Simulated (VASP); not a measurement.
# TiO2 in VASP: settings compared

The runs below take TiO2 through single point, relaxation of the atoms, with revPBE+D3(BJ), PBE, PBEsol.

All numbers are computed with VASP 6.6.1; they aren't measurements. Logs are shortened: lines on timing, memory, paths and dates and some standing lists are left out, and cuts for length are marked.

## (1) The cell of the first run

Symmetry: I4_1/amd, No. 141, tetragonal system. Conventional cell: a = 3.794 Å, b = 3.794 Å, c = 9.510 Å, α = 90.00°, β = 90.00°, γ = 90.00°. Ti (site symmetry -4m2) has 6 O at 1.94 to 1.99 Å within 2.6 Å. Within 2.6 Å of O (site symmetry 2mm) lie 3 Ti at 1.94 to 1.99 Å and 2 O at 2.48 Å.

## (2) Single point, revPBE+D3(BJ)

The input, INCAR:

```
SYSTEM = TiO2
PREC = Accurate
ENCUT = 520
EDIFF = 1E-6
ISMEAR = -1
SIGMA = 0.05
LREAL = .False.
LASPH = .True.
NELM = 100
ALGO = Normal
ISIF = 2
LWAVE = .False.
LCHARG = .False.
GGA = RE
IVDW = 12
NBANDS = 33
```

The input, KPOINTS:

```
regular mesh
0
Gamma
  10 10 10
  0 0 0
```

The input, POSCAR:

```
TiO2
1.0
   -1.8971088168      1.8971088168      4.7547938063
    1.8971088168     -1.8971088168      4.7547938063
    1.8971088168      1.8971088168     -4.7547938063
Ti O
2 4
Direct
    0.7500000000      0.2500000000      0.5000000000
    0.0000000000      0.0000000000      0.0000000000
    0.7906600015      0.7906600015      0.0000000000
    0.5406600015      0.0406600015      0.5000000000
    0.9593399985      0.4593399985      0.5000000000
    0.2093399985      0.2093399985      0.0000000000
```

Potentials or basis: VASP PAW PBE potentials, release 64 (Ti_sv, O).

Launch:

```sh
$ cat potpaw_PBE.64/Ti_sv/POTCAR potpaw_PBE.64/O/POTCAR > POTCAR
$ mpirun -np 1 vasp_std > vasp.out
```

OUTCAR:

```text
SYSTEM = TiO2
   PREC = Accurate
   ENCUT = 520
   EDIFF = 1E-6
   ISMEAR = -1
   LREAL = .False.
   LASPH = .True.
   NELM = 100
   ISIF = 2
   GGA = RE
   IVDW = 12
 IVDW          = 12

 ion  position               nearest neighbor table
   1  0.750  0.250  0.500-   3 1.94   6 1.94   3 1.94   6 1.94   5 1.99   4 1.99
   2  0.000  0.000  0.000-   4 1.94   5 1.94   4 1.94   5 1.94   3 1.99   6 1.99
   3  0.791  0.791  0.000-   1 1.94   1 1.94   2 1.99
   4  0.541  0.041  0.500-   2 1.94   2 1.94   1 1.99
   5  0.959  0.459  0.500-   2 1.94   2 1.94   1 1.99
   6  0.209  0.209  0.000-   1 1.94   1 1.94   2 1.99

  LATTYP: Found a body centered tetragonal cell.
 ALAT       =     3.7942176336
 C/A-ratio  =     2.5063368871

  Lattice vectors:

 A1 = (  -1.8971088168,   1.8971088168,   4.7547938063)
 A2 = (   1.8971088168,  -1.8971088168,   4.7547938063)
 A3 = (   1.8971088168,   1.8971088168,  -4.7547938063)

Analysis of symmetry for initial positions (statically):
=====================================================================
 Subroutine PRICEL returns:
 Original cell was already a primitive cell.

 Routine SETGRP: Setting up the symmetry group for a
 body centered tetragonal supercell.

 Subroutine GETGRP returns: Found 16 space group operations
 (whereof  8 operations were pure point group operations)
 out of a pool of 16 trial point group operations.

The static configuration has the point symmetry D_2d.
 The point group associated with its full space group is D_4h.

Analysis of symmetry for dynamics (positions and initial velocities):
=====================================================================
 Subroutine PRICEL returns:
 Original cell was already a primitive cell.

 Routine SETGRP: Setting up the symmetry group for a
 body centered tetragonal supercell.

 Subroutine GETGRP returns: Found 16 space group operations
 (whereof  8 operations were pure point group operations)
 out of a pool of 16 trial point group operations.

The dynamic configuration has the point symmetry D_2d.
 The point group associated with its full space group is D_4h.

 Subroutine INISYM returns: Found 16 space group operations
 (whereof  8 operations are pure point group operations),
 and found     1 'primitive' translations

----------------------------------------------------------------------------------------

                                     Primitive cell

  volume of cell :      68.4504

  direct lattice vectors                    reciprocal lattice vectors
    -1.897108817  1.897108817  4.754793806     0.000000000  0.263558946  0.105157031
     1.897108817 -1.897108817  4.754793806     0.263558946  0.000000000  0.105157031
     1.897108817  1.897108817 -4.754793806     0.263558946  0.263558946  0.000000000

  length of vectors
     5.459497034  5.459497034  5.459497034     0.283762787  0.283762787  0.372728636

  position of ions in fractional coordinates (direct lattice)
     0.750000000  0.250000000  0.500000000
     0.000000000  0.000000000  0.000000000
     0.790660002  0.790660002  0.000000000
     0.540660002  0.040660002  0.500000000
     0.959339998  0.459339998  0.500000000
     0.209339998  0.209339998  0.000000000

  ion indices of the primitive-cell ions
   primitive index   ion index
                 1           1
                 2           2
                 3           3
                 4           4
                 5           5
                 6           6

----------------------------------------------------------------------------------------

 KPOINTS: regular mesh

Automatic generation of k-mesh.
 Grid dimensions read from file:
 generate k-points for:   10   10   10

 Generating k-lattice:

  Cartesian coordinates                     Fractional coordinates (reciprocal lattice)
     0.000000000  0.026355895  0.010515703     0.100000000  0.000000000 -0.000000000
     0.026355895  0.000000000  0.010515703     0.000000000  0.100000000 -0.000000000
     0.026355895  0.026355895  0.000000000     0.000000000  0.000000000  0.100000000

  Length of vectors
     0.028376279  0.028376279  0.037272864

  Shift w.r.t. Gamma in fractional coordinates (k-lattice)
     0.000000000  0.000000000  0.000000000

 Subroutine IBZKPT returns following result:
 ===========================================

 Found    102 irreducible k-points:

 Following reciprocal coordinates:
            Coordinates               Weight
  0.000000  0.000000  0.000000      1.000000
  0.100000  0.000000  0.000000      8.000000
  0.200000  0.000000  0.000000      8.000000
  0.300000  0.000000  0.000000      8.000000
  0.400000  0.000000  0.000000      8.000000
  0.500000  0.000000  0.000000      4.000000
[... 16 lines left out ...]
  0.300000  0.300000  0.000000      8.000000
  0.400000  0.300000  0.000000     16.000000
 [... further k-points ...]
   k-points           NKPTS =    102   k-points in BZ     NKDIM =    102   number of bands    NBANDS=     33
   number of dos      NEDOS =    301   number of ions     NIONS =      6
   total plane-waves  NPLWV =  74088
   dimension x,y,z NGX =    42 NGY =   42 NGZ =   42
   dimension x,y,z NGXF=    84 NGYF=   84 NGZF=   84
   ions per type =               2   4
   NGX,Y,Z   is equivalent  to a cutoff of  12.79, 12.79, 12.79 a.u.
   NGXF,Y,Z  is equivalent  to a cutoff of  25.58, 25.58, 25.58 a.u.
 SYSTEM =  TiO2
   PREC   = accura    normal or accurate (medium, high low for compatibility)
   ISTART =      0    job   : 0-new  1-cont  2-samecut
   ICHARG =      2    charge: 1-file 2-atom 10-const
   ISPIN  =      1    spin polarized calculation?
   LNONCOLLINEAR =      F non collinear calculations
   LSORBIT =      F    spin-orbit coupling
   LASPH  =      T    aspherical Exc in radial PAW
   ENCUT  =  520.0 eV  38.22 Ry    6.18 a.u.  10.15 10.15 10.15*2*pi/ulx,y,z
   NELM   =    100;   NELMIN=  2; NELMDL= -5     # of ELM steps
   EDIFF  = 0.1E-05   stopping-criterion for ELM
   LREAL  =      F    real-space projection
   EDIFFG = 0.1E-04   stopping-criterion for IOM
   NSW    =      0    number of steps for IOM
   IBRION =     -1    ionic relax: 0-MD 1-quasi-New 2-CG
   NFREE  =      0    steps in history (QN), initial steepest desc. (CG)
   ISIF   =      2    stress and relaxation
   ISYM   =      2    0-nonsym 1-usesym 2-fastsym
   POTIM  = 0.5000    time-step for ionic-motion
   TEBEG  =    0.0;   TEEND  =   0.0 temperature during run
   PSTRESS=    0.0 pullay stress
   NELECT =      48.0000    total number of electrons
   NUPDOWN=      -1.0000    fix difference up-down
   EMIN   =  10.00;   EMAX   =-10.00  energy-range for DOS
   EFERMI =   0.00;   METHOD = LEGACY
   ISMEAR =    -1;   SIGMA  =   0.05  broadening in eV -4-tet -1-fermi 0-gaus
   EFERMI_NEDOS =   21; number of points for ismear=-14 and -15
   IALGO  =     38    algorithm
   IMIX   =      4    mixing-type and parameters
     AMIX     =   0.40;   BMIX     =  1.00
     AMIX_MAG =   1.60;   BMIX_MAG =  1.00
  volume/ion in A,a.u.               =      11.41        76.99
  Fermi-wavevector in a.u.,A,eV,Ry     =   1.454442  2.748498 28.781800  2.115403
  Thomas-Fermi vector in A             =   2.571593
   LORBIT       =      0    0 simple, 1 ext, 2 COOP (PROOUT), +10 PAW based schemes
   GGA     = RE    functional components
   LHFCALC =     F    Hartree Fock is set to
   AEXX    =    0.0000 exact exchange contribution
   IVDW    =    12    specifies the selected vdW correction
   LEPSILON=     F    determine dielectric tensor
   LRPA    =     F    only Hartree local field effects (RPA)
 non-spin polarized calculation
  energy-cutoff  :      520.00
  volume of cell :       68.45
 maximum number of plane-waves:      1858
 NGX is ok and might be reduce to    42
   NGX = 21   NGY = 21   NGZ = 21

 number of electron      47.9999992 magnetization

 Free energy of the ion-electron system (eV)
  ---------------------------------------------------
  ext. energy  EPLUGINS =         0.00000000
  ---------------------------------------------------
  free energy    TOTEN  =       -51.72185711 eV

  energy without entropy =      -51.72185711  energy(sigma->0) =      -51.72185711

 E-fermi :   4.5418     XC(G=0): -10.4863

 val. band max:        3.4861829192   @ k =  -0.4000   0.4000   0.0000
 cond. band min:       5.5799814229   @ k =   0.0000   0.0000   0.0000
 fundamental gap:      2.0937985037
 Fermi energy:         4.5417691859

 k-point     1 :       0.0000    0.0000    0.0000
  band No.  band energies     occupation
      1     -53.0636      2.00000
      2     -53.0049      2.00000
      3     -29.4613      2.00000
      4     -29.2323      2.00000
      5     -29.2323      2.00000
      6     -29.1620      2.00000
[... 25 lines left out ...]
     32       8.6943      0.00000
     33       8.7141      0.00000

 k-point     2 :       0.1000    0.0000    0.0000
  band No.  band energies     occupation
      1     -53.0623      2.00000
      2     -53.0057      2.00000
      3     -29.4587      2.00000
      4     -29.2449      2.00000
      5     -29.2332      2.00000
      6     -29.1671      2.00000
[... 25 lines left out ...]
     32       8.7530      0.00000
     33       9.0083      0.00000

 k-point     3 :       0.2000    0.0000    0.0000
  band No.  band energies     occupation
      1     -53.0587      2.00000
      2     -53.0082      2.00000
      3     -29.4521      2.00000
      4     -29.2767      2.00000
      5     -29.2355      2.00000
      6     -29.1790      2.00000
[... 25 lines left out ...]
     32       9.0708      0.00000
     33       9.4724      0.00000

 k-point     4 :       0.3000    0.0000    0.0000
  band No.  band energies     occupation
      1     -53.0538      2.00000
      2     -53.0119      2.00000
      3     -29.4443      2.00000
      4     -29.3148      2.00000
      5     -29.2380      2.00000
      6     -29.1902      2.00000
[... 673 lines left out ...]
     32       9.8813      0.00000
     33      10.0954      0.00000

 k-point    23 :       0.3000    0.3000    0.0000
  band No.  band energies     occupation
      1     -53.0416      2.00000
      2     -53.0213      2.00000
      3     -29.4196      2.00000
      4     -29.3654      2.00000
      5     -29.2754      2.00000
      6     -29.2294      2.00000
[... 25 lines left out ...]
     32       9.9232      0.00000
     33      10.7038      0.00000

 k-point    24 :       0.4000    0.3000    0.0000
  band No.  band energies     occupation
      1     -53.0379      2.00000
      2     -53.0239      2.00000
      3     -29.4231      2.00000
      4     -29.3861      2.00000
      5     -29.2771      2.00000
      6     -29.2450      2.00000
[... 25 lines left out ...]
     32       9.9359      0.00000
     33      10.8090      0.00000

 [... further k-points ...]

------------------------ aborting loop because EDIFF is reached ----------------------------------------

 Edisp (eV)   -2.60915

 E8    (eV) :    -1.7327

  FORCE on cell =-STRESS in cart. coord.  units (eV):
  Direction    XX          YY          ZZ          XY          YZ          ZX
  --------------------------------------------------------------------------------------
  -------------------------------------------------------------------------------------
  Total       0.27100     0.27100     0.31636     0.00000     0.00000     0.00000
  in kB       6.34321     6.34321     7.40482     0.00000     0.00000     0.00000
  external pressure =        6.70 kB  Pullay stress =        0.00 kB

 VOLUME and BASIS-vectors are now :
 -----------------------------------------------------------------------------
  energy-cutoff  :      520.00
  volume of cell :       68.45
      direct lattice vectors                 reciprocal lattice vectors
    -1.897108817  1.897108817  4.754793806     0.000000000  0.263558946  0.105157031
     1.897108817 -1.897108817  4.754793806     0.263558946  0.000000000  0.105157031
     1.897108817  1.897108817 -4.754793806     0.263558946  0.263558946  0.000000000

 POSITION                                       TOTAL-FORCE (eV/Angst)
 -----------------------------------------------------------------------------------
      0.00000      1.89711      2.37740        -0.000000     -0.000000     -0.000000
      0.00000      0.00000      0.00000        -0.000000     -0.000000     -0.000000
      0.00000      0.00000      7.51885        -0.000000      0.000000     -0.026864
      0.00000      1.89711      0.38666         0.000000     -0.000000     -0.026864
      0.00000      1.89711      4.36813         0.000000     -0.000000      0.026864
      0.00000      0.00000      1.99074        -0.000000      0.000000      0.026864
 -----------------------------------------------------------------------------------
    total drift:                                0.000000      0.000000      0.000000

  FREE ENERGIE OF THE ION-ELECTRON SYSTEM (eV)
  ---------------------------------------------------
  free  energy   TOTEN  =       -54.3310117476 eV

  energy  without entropy=      -54.3310117475  energy(sigma->0) =      -54.33101175
```

Run time: 10 min. Hardware: 1 thread of Intel Xeon 8259CL, shared host; peak memory 0.38 GiB.

Results:

```yaml
Free_energy: -54.3310 eV
Pressure: 0.7 GPa
Largest_force: 0.027 eV/Å
Band_gap_on_the_k_mesh: 2.09 eV (least direct gap 2.45 eV)
Dispersion_energy_per_atom: -0.435 eV
```

Forces on the atoms (eV/Å):
```
Ti   0.000  0.000  0.000
Ti   0.000  0.000  0.000
O    0.000  0.000 -0.027
O    0.000  0.000 -0.027
O    0.000  0.000  0.027
O    0.000  0.000  0.027
```

Caveat: the PAW data sets were made with another functional, which shifts forces and pressure a little.

## (3) Relaxation of the atoms, PBE

This run uses another cell than the first one, of 11.47 Å³/atom.

The input, INCAR:

```
SYSTEM = TiO2
  PREC = Accurate
  ENCUT = 520
  EDIFF = 1E-7
  ISMEAR = -1
  SIGMA = 0.05
  LREAL = .False.
  LASPH = .True.
  NELM = 100
  ALGO = Normal
  ISIF = 2
  LWAVE = .False.
  LCHARG = .False.
  GGA = PE
  IBRION = 2
  NSW = 60
  EDIFFG = -0.01
```

The input, KPOINTS:

```
Automatic mesh
0
Gamma
  8 8 8
  0 0 0
```

The input, POSCAR:

```
TiO2
1.0
   -1.8921000000      1.8921000000      4.8048730000
    1.8921000000     -1.8921000000      4.8048730000
    1.8921000000      1.8921000000     -4.8048730000
Ti O
2 4
Direct
    0.7500000000      0.2500000000      0.5000000000
    0.0000000000      0.0000000000      0.0000000000
    0.7919000000      0.7919000000      0.0000000000
    0.5419000000      0.0419000000      0.5000000000
    0.9581000000      0.4581000000      0.5000000000
    0.2081000000      0.2081000000      0.0000000000
```

Potentials or basis: VASP PAW PBE potentials, release 64 (Ti_sv, O).

Launch:

```sh
$ cat potpaw_PBE.64/Ti_sv/POTCAR potpaw_PBE.64/O/POTCAR > POTCAR
$ mpirun -np 1 vasp_std > vasp.out
```

Wall time 5.1 min (1 thread of Intel Xeon Platinum 8559C (Emerald Rapids), shared host); peak memory 0.3 GiB.

Results (log left out):

```yaml
Free_energy: -53.8475 eV
Energy_gained_by_relaxing: 0.1 meV/atom
Ionic_steps: 3
Pressure_after_relaxing: 3.8 GPa
Band_gap_on_the_k_mesh: 2.14 eV (least direct gap 2.44 eV)
```

Stress tensor (GPa, compression positive):
```
3.94 0.00 0.00
0.00 3.94 0.00
0.00 0.00 3.44
```

The path:
| step | energy change (eV) | largest force (eV/Å) | pressure (GPa) |
| --- | --- | --- | --- |
| 1 | 0.0000 | 0.0582 | 3.58 |
| 2 | -0.0004 | 0.0167 | 3.72 |
| 3 | -0.0005 | 0.0002 | 3.77 |

Final structure:
```
Ti O
1.0
    -1.89210    1.89210    4.80487
     1.89210   -1.89210    4.80487
     1.89210    1.89210   -4.80487
Ti O
2 4
Direct
  0.75000 0.25000 0.50000
  0.00000 0.00000 0.00000
  0.79231 0.79231 0.00000
  0.54231 0.04231 0.50000
  0.95769 0.45769 0.50000
  0.20769 0.20769 0.00000
```

Levels at points of the mesh, in eV from the valence-band top:
| k point | band 20 | band 21 | band 22 | band 23 | band 24 | band 25 | band 26 | band 27 | band 28 |
| --- | --- | --- | --- | --- | --- | --- | --- | --- | --- |
| (0.00, 0.00, 0.00) | -0.76 | -0.76 | -0.76 | -0.42 | -0.42 | 2.14 | 2.84 | 4.00 | 4.00 |
| (0.50, 0.00, 0.00) | -1.91 | -1.91 | -0.90 | -0.83 | -0.62 | 3.25 | 3.54 | 3.56 | 3.63 |
| (0.50, 0.50, 0.00) | -2.60 | -2.02 | -2.02 | -0.01 | -0.01 | 3.31 | 3.31 | 3.79 | 3.79 |
| (0.50, 0.50, 0.50) | -1.32 | -1.24 | -1.24 | -0.09 | -0.09 | 2.48 | 2.48 | 3.76 | 3.76 |

A k mesh can miss the band edges. PBE gaps usually lie below the measured ones, often by a third to a half.

[end of part 1 of 2]
